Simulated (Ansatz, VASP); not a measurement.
# One calculation of In, two programs

```
In
1.0
     0.00000    2.39428    2.39428
     2.39428    0.00000    2.39428
     2.39428    2.39428    0.00000
In
1
Direct
  0.00000 0.00000 0.00000
```

Alike in both runs: functional PBE; k mesh 12 × 12 × 12; occupations fermi-dirac, width 0.1 eV; no spin polarisation.

Ansatz relaxed the structure, and its values are those at the end. VASP's run is a single point on that final structure, the one shown.

|  | VASP | Ansatz |
| --- | --- | --- |
| version | VASP 6.6.1 | Ansatz 0.2.0 |
| potentials or method | VASP PAW PBE potentials, release 64 (In_d), cutoff 520 eV | plane waves (420 eV) with PAW, scalar-relativistic |
| valence electrons in the cell | 13 | 13 |

|  | VASP | Ansatz | Ansatz less VASP |
| --- | --- | --- | --- |
| pressure (GPa) | 0.0 | 0.0 | +0.04 |
